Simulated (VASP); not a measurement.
# BaSb7O12 (a cell with a defect) in VASP: electric field gradients with PBE

Aim: the electric field gradients of BaSb7O12 (a cell with a defect) with PBE.

All numbers are computed with VASP 6.6.1; they aren't measurements. Logs are shortened: lines on timing, memory, paths and dates and some standing lists are left out, and cuts for length are marked.

### 1 The cell of the first run

The cell holds a defect, 20 atoms: a = 7.877 Å, b = 7.877 Å, c = 7.877 Å, α = 60.00°, β = 60.00°, γ = 60.00°.

### 2 Electric field gradients, PBE, collinear spin

Contents of INCAR:

```
SYSTEM = BaSb7O12
  ALGO = Normal
  EDIFF = 1E-8
  ENCUT = 520
  GGA = PE
  GGA_COMPAT = .False.
  ISIF = 2
  ISMEAR = -1
  ISPIN = 2
  LASPH = .True.
  LCHARG = .False.
  LEFG = .True.
  LORBIT = 11
  LREAL = Auto
  LWAVE = .False.
  MAGMOM = 1 0 0 0 0 0 0 0 0 0 0 0 0 0 0 0 0 0 0 0
  NBANDS = 114
  NELM = 200
  PREC = Accurate
  SIGMA = 0.01
```

Contents of KPOINTS:

```
k-points
0
Gamma
  3 3 3
  0 0 0
```

Contents of POSCAR:

```
BaSb7O12
1.0
    0.0000000000      5.5700000000      5.5700000000
    5.5700000000      0.0000000000      5.5700000000
    5.5700000000      5.5700000000      0.0000000000
Ba Sb O
1 7 12
Direct
    0.8850000000      0.8850000000      0.8850000000
    0.9050000000      0.3650000000      0.3650000000
    0.8850000000      0.8850000000      0.3450000000
    0.3650000000      0.9050000000      0.3650000000
    0.3450000000      0.8850000000      0.8850000000
    0.3650000000      0.3650000000      0.3650000000
    0.8850000000      0.3450000000      0.8850000000
    0.3650000000      0.3650000000      0.9050000000
    0.7700000000      0.2300000000      0.2300000000
    0.4800000000      0.0200000000      0.4800000000
    0.2300000000      0.7700000000      0.7700000000
    0.0200000000      0.4800000000      0.0200000000
    0.2300000000      0.7700000000      0.2300000000
    0.4800000000      0.4800000000      0.0200000000
    0.7700000000      0.2300000000      0.7700000000
    0.0200000000      0.0200000000      0.4800000000
    0.4800000000      0.0200000000      0.0200000000
    0.2300000000      0.2300000000      0.7700000000
    0.0200000000      0.4800000000      0.4800000000
    0.7700000000      0.7700000000      0.2300000000
```

Potentials or basis: VASP PAW PBE potentials, release 64 (Ba_sv, Sb_d_GW, O).

Started as:

```console
cat potpaw_PBE.64/Ba_sv/POTCAR potpaw_PBE.64/Sb_d_GW/POTCAR potpaw_PBE.64/O/POTCAR > POTCAR
mpirun -np 1 vasp_std > vasp.out
```

OUTCAR:

```text
SYSTEM = BaSb7O12
   EDIFF = 1E-8
   ENCUT = 520
   GGA = PE
   ISIF = 2
   ISMEAR = -1
   ISPIN = 2
   LASPH = .True.
   LORBIT = 11
   LREAL = Auto
   NELM = 200
   PREC = Accurate

 ion  position               nearest neighbor table
   1  0.885  0.885  0.885-  11 2.22  15 2.22  20 2.22  16 2.60  17 2.60  12 2.60   3 3.62   5 3.62
                             7 3.62   2 3.94   4 3.94   2 3.94   8 3.94   4 3.94   8 3.94
   2  0.905  0.365  0.365-  19 2.22  16 2.22  12 2.22  15 2.60  20 2.60   9 2.60   1 3.94   1 3.94

   3  0.885  0.885  0.345-  20 2.22  13 2.22   9 2.22  19 2.60  10 2.60  16 2.60   1 3.62
   4  0.365  0.905  0.365-  10 2.22  16 2.22  17 2.22  11 2.60  20 2.60  13 2.60   1 3.94   1 3.94

   5  0.345  0.885  0.885-  11 2.22  13 2.22  18 2.22  14 2.60  10 2.60  17 2.60   1 3.62
   6  0.365  0.365  0.365-  10 2.22  14 2.22  19 2.22   9 2.60  18 2.60  13 2.60
   7  0.885  0.345  0.885-  15 2.22   9 2.22  18 2.22  14 2.60  19 2.60  12 2.60   1 3.62
   8  0.365  0.365  0.905-  14 2.22  12 2.22  17 2.22  15 2.60  11 2.60  18 2.60   1 3.94   1 3.94

   9  0.770  0.230  0.230-   3 2.22   7 2.22   6 2.60   2 2.60
  10  0.480  0.020  0.480-   4 2.22   6 2.22   3 2.60   5 2.60
  11  0.230  0.770  0.770-   5 2.22   1 2.22   8 2.60   4 2.60
  12  0.020  0.480  0.020-   2 2.22   8 2.22   1 2.60   7 2.60
  13  0.230  0.770  0.230-   3 2.22   5 2.22   6 2.60   4 2.60
  14  0.480  0.480  0.020-   8 2.22   6 2.22   7 2.60   5 2.60
  15  0.770  0.230  0.770-   7 2.22   1 2.22   8 2.60   2 2.60
  16  0.020  0.020  0.480-   2 2.22   4 2.22   1 2.60   3 2.60
  17  0.480  0.020  0.020-   4 2.22   8 2.22   1 2.60   5 2.60
  18  0.230  0.230  0.770-   5 2.22   7 2.22   6 2.60   8 2.60
  19  0.020  0.480  0.480-   2 2.22   6 2.22   3 2.60   7 2.60
  20  0.770  0.770  0.230-   3 2.22   1 2.22   2 2.60   4 2.60

  LATTYP: Found a face centered cubic cell.
 ALAT       =    11.1400000000

  Lattice vectors:

 A1 = (   0.0000000000,   5.5700000000,   5.5700000000)
 A2 = (   5.5700000000,   0.0000000000,   5.5700000000)
 A3 = (   5.5700000000,   5.5700000000,   0.0000000000)

Analysis of symmetry for initial positions (statically):
=====================================================================
 Subroutine PRICEL returns:
 Original cell was already a primitive cell.

 Routine SETGRP: Setting up the symmetry group for a
 face centered cubic supercell.

 Subroutine GETGRP returns: Found  6 space group operations
 (whereof  6 operations were pure point group operations)
 out of a pool of 48 trial point group operations.

The static configuration has the point symmetry C_3v.

Analysis of symmetry for dynamics (positions and initial velocities):
=====================================================================
 Subroutine PRICEL returns:
 Original cell was already a primitive cell.

 Routine SETGRP: Setting up the symmetry group for a
 face centered cubic supercell.

 Subroutine GETGRP returns: Found  6 space group operations
 (whereof  6 operations were pure point group operations)
 out of a pool of 48 trial point group operations.

The dynamic configuration has the point symmetry C_3v.

Analysis of structural, dynamic, and magnetic symmetry:
=====================================================================
 Subroutine PRICEL returns:
 Original cell was already a primitive cell.

 Routine SETGRP: Setting up the symmetry group for a
 face centered cubic supercell.

 Subroutine GETGRP returns: Found  6 space group operations
 (whereof  6 operations were pure point group operations)
 out of a pool of 48 trial point group operations.

The overall configuration has the point symmetry C_3v.

 Subroutine INISYM returns: Found  6 space group operations
 (whereof  6 operations are pure point group operations),
 and found     1 'primitive' translations

----------------------------------------------------------------------------------------

[... 156 lines left out ...]

  energy without entropy =     -107.61418536  energy(sigma->0) =     -107.61639070

 E-fermi :   3.3686     XC(G=0):  -9.9081

 val. band max:        3.3603875848   @ k =   0.3333   0.0000   0.0000
 cond. band min:       3.3759925212   @ k =   0.3333   0.3333   0.0000
 fundamental gap:      0.0156049364
 Fermi energy:         3.3686325618

 spin component 1

 k-point     1 :       0.0000    0.0000    0.0000
  band No.  band energies     occupation
      1     -25.6531      1.00000
      2     -25.6517      1.00000
      3     -25.6517      1.00000
      4     -25.6382      1.00000
      5     -25.6382      1.00000
      6     -25.6239      1.00000
[... 637 lines left out ...]
    104       7.5552      0.00000
    105       7.8215      0.00000
 Fermi energy:         3.3686325618

 spin component 2

 k-point     1 :       0.0000    0.0000    0.0000
  band No.  band energies     occupation
      1     -25.6431      1.00000
      2     -25.6427      1.00000
      3     -25.6427      1.00000
      4     -25.6282      1.00000
      5     -25.6282      1.00000
      6     -25.6155      1.00000
[... 637 lines left out ...]
    104       7.5954      0.00000
    105       7.8666      0.00000
 [bands above 105 left out]

------------------------ aborting loop because EDIFF is reached ----------------------------------------

  FORCE on cell =-STRESS in cart. coord.  units (eV):
  Direction    XX          YY          ZZ          XY          YZ          ZX
  --------------------------------------------------------------------------------------
  -------------------------------------------------------------------------------------
  Total        1.0421758      1.0421758      1.0421758     -5.5325041     -5.5325041     -5.5325041
  in kB        4.8312106      4.8312106      4.8312106    -25.6470104    -25.6470104    -25.6470104
  external PRESSURE =       4.8312106 kB  Pullay stress =       0.0000000 kB

 VOLUME and BASIS-vectors are now :
 -----------------------------------------------------------------------------
  energy-cutoff  :      520.00
  volume of cell :      345.62
      direct lattice vectors                 reciprocal lattice vectors
     0.000000000  5.570000000  5.570000000    -0.089766607  0.089766607  0.089766607
     5.570000000  0.000000000  5.570000000     0.089766607 -0.089766607  0.089766607
     5.570000000  5.570000000  0.000000000     0.089766607  0.089766607 -0.089766607

 POSITION                                       TOTAL-FORCE (eV/Angst)
 -----------------------------------------------------------------------------------
      9.85890      9.85890      9.85890        -2.436268     -2.436268     -2.436268
      4.06610      7.07390      7.07390         1.105509     -0.740181     -0.740181
      6.85110      6.85110      9.85890         0.582799      0.582799     -1.266712
      7.07390      4.06610      7.07390        -0.740181      1.105509     -0.740181
      9.85890      6.85110      6.85110        -1.266712      0.582799      0.582799
      4.06610      4.06610      4.06610         0.864061      0.864061      0.864061
[... 12 lines left out ...]
      5.34720      2.78500      2.78500        -2.280400      0.143848      0.143848
      5.57000      5.57000      8.57780         2.874034      2.874034     -0.778716
 -----------------------------------------------------------------------------------
    total drift:                               -0.000071     -0.000071     -0.000071

  FREE ENERGIE OF THE ION-ELECTRON SYSTEM (eV)
  ---------------------------------------------------
  free  energy   TOTEN  =      -107.6185960388 eV

  energy  without entropy=     -107.6141853633  energy(sigma->0) =     -107.61639070

 Electric field gradients (V/A^2)
---------------------------------------------------------------------
 ion       V_xx      V_yy      V_zz      V_xy      V_xz      V_yz
---------------------------------------------------------------------
   1      -0.000     0.000    -0.000   191.829   191.829   191.829
   2      -4.756     2.378     2.378    30.209    30.209   -28.334
   3      -9.080    -9.080    18.160   -84.105    44.814    44.814
   4       2.378    -4.756     2.378    30.209   -28.334    30.209
   5      18.160    -9.080    -9.080    44.814    44.814   -84.105
   6      -0.000    -0.000     0.000   -56.563   -56.563   -56.563
[... 12 lines left out ...]
  19      85.776   -42.888   -42.888     2.421     2.421    49.607
  20     -27.473   -27.473    54.946    25.550    51.572    51.572
---------------------------------------------------------------------

 Electric field gradients after diagonalization (V/A^2)
 (convention: |V_zz| > |V_xx| > |V_yy|)
----------------------------------------------------------------------
 ion       V_xx      V_yy      V_zz     asymmetry (V_yy - V_xx)/ V_zz
----------------------------------------------------------------------
   1    -191.829  -191.829   383.659       0.000
   2      30.712    28.661   -59.373       0.035
   3      75.025    46.843  -121.869       0.231
   4      30.712    28.661   -59.373       0.035
   5      75.025    46.843  -121.869       0.231
   6      56.563    56.563  -113.127       0.000
[... 12 lines left out ...]
  19      85.924     6.571   -92.495       0.858
  20     -53.023   -51.769   104.792       0.012
----------------------------------------------------------------------

           NMR quadrupolar parameters

 Cq : quadrupolar parameter    Cq=e*Q*V_zz/h
 eta: asymmetry parameters     (V_yy - V_xx)/ V_zz
 Q  : nuclear electric quadrupole moment in mb (millibarn)
----------------------------------------------------------------------
 ion       Cq(MHz)       eta       Q (mb)
----------------------------------------------------------------------
   1       0.928       0.000       1.000
   2      -0.144       0.035       1.000
   3      -0.295       0.231       1.000
   4      -0.144       0.035       1.000
   5      -0.295       0.231       1.000
   6      -0.274       0.000       1.000
[... 12 lines left out ...]
  19      -0.224       0.858       1.000
  20       0.253       0.012       1.000
----------------------------------------------------------------------

 total charge

# of ion       s       p       d       f       tot
--------------------------------------------------
    1        2.052   5.632   0.696   0.000   8.380
    2        1.466   0.884  10.106   0.044  12.500
    3        1.447   0.913  10.103   0.044  12.506
    4        1.466   0.884  10.106   0.044  12.500
    5        1.447   0.913  10.103   0.044  12.506
    6        1.471   0.902  10.103   0.044  12.520
[... 12 lines left out ...]
   19        1.591   3.324   0.000   0.000   4.915
   20        1.596   3.352   0.000   0.000   4.948
--------------------------------------------------
tot         31.376  51.924  71.427   0.307 155.033

 magnetization (x)

# of ion       s       p       d       f       tot
--------------------------------------------------
    1       -0.000   0.044   0.013   0.000   0.057
    2        0.022  -0.001   0.001   0.000   0.023
    3        0.024  -0.000   0.002   0.001   0.026
    4        0.022  -0.001   0.001   0.000   0.023
    5        0.024  -0.000   0.002   0.001   0.026
    6       -0.001  -0.002  -0.000   0.000  -0.003
[... 12 lines left out ...]
   19        0.000   0.012   0.000   0.000   0.012
   20        0.002   0.120   0.000   0.000   0.122
--------------------------------------------------
tot          0.145   0.711   0.021   0.004   0.881
```

Wall time 21 min (1 thread of Intel Xeon 6975P-C (Granite Rapids), shared host); peak memory 0.85 GiB.

What came out:

| Quantity | Value |
| --- | --- |
| Free energy | -107.6186 eV |
| Pressure | 0.5 GPa |
| Largest force | 4.220 eV/Å |
| Band gap on the k mesh | zero (filled and empty bands overlap) |
| Net moment | 1.00 μB per cell |
| Site moments | Ba +0.06; Sb +0.02, +0.03, -0.00 (each value once); O +0.04, +0.01, +0.12, +0.05 (each value once) μB |
| Largest electric field gradient by atom | Ba +383.7; Sb -59.4, -121.9, -113.1 (each value once); O -101.2, -92.5, +104.8, -109.3 (each value once) V/Å² |
| Valence electrons inside the program's atomic spheres | Ba 8.38; Sb 12.50, 12.51, 12.52 (each value once); O 4.91, 4.92, 4.95, 4.93 (each value once) |

Forces in eV/Å, atoms in the order of the input:
```
Ba  -2.436 -2.436 -2.436
Sb   1.106 -0.740 -0.740
Sb   0.583  0.583 -1.267
Sb  -0.740  1.106 -0.740
Sb  -1.267  0.583  0.583
Sb   0.864  0.864  0.864
Sb   0.583 -1.267  0.583
Sb  -0.740 -0.740  1.106
O   -2.292 -0.063 -0.063
O    0.144 -2.280  0.144
O   -0.779  2.874  2.874
O   -0.634  2.759 -0.634
O   -0.063 -2.292 -0.063
O    0.144  0.144 -2.280
O    2.874 -0.779  2.874
O   -0.634 -0.634  2.759
O    2.759 -0.634 -0.634
O   -0.063 -0.063 -2.292
O   -2.280  0.144  0.144
O    2.874  2.874 -0.779
```

Levels at points of the mesh, in eV from the Fermi level:
Spin up:
| k point | band 92 | band 93 | band 94 | band 95 | band 96 | band 97 |
| --- | --- | --- | --- | --- | --- | --- |
| (0.00, 0.00, 0.00) | -0.45 | -0.25 | -0.25 | 0.73 | 1.55 | 1.55 |
Spin down:
```
           k point  band 90  band 91  band 92  band 93  band 94  band 95  band 96  band 97
(0.00, 0.00, 0.00)    -0.47    -0.47    -0.42    -0.09    -0.09     0.80     1.58     1.58
```

Electric field gradients, principal values (V/Å²):
```
atom     least    middle  greatest (by size)
1 Ba  -191.829  -191.829             383.659
2 Sb    28.661    30.712             -59.373
3 Sb    46.843    75.025            -121.869
4 Sb    28.661    30.712             -59.373
5 Sb    46.843    75.025            -121.869
6 Sb    56.563    56.563            -113.127
7 Sb    46.843    75.025            -121.869
8 Sb    28.661    30.712             -59.373
 9 O    11.535    89.697            -101.232
10 O     6.571    85.924             -92.495
11 O   -51.769   -53.023             104.792
12 O    20.924    88.337            -109.261
13 O    11.535    89.697            -101.232
14 O     6.571    85.924             -92.495
15 O   -51.769   -53.023             104.792
16 O    20.924    88.337            -109.261
17 O    20.924    88.337            -109.261
18 O    11.535    89.697            -101.232
19 O     6.571    85.924             -92.495
20 O   -51.769   -53.023             104.792
```

Caveat: without QUAD_EFG the Cq values of the log hold for a quadrupole moment of 1 mb, not for the nuclei; spin-orbit coupling is left out, which moves the levels of the heavy elements.
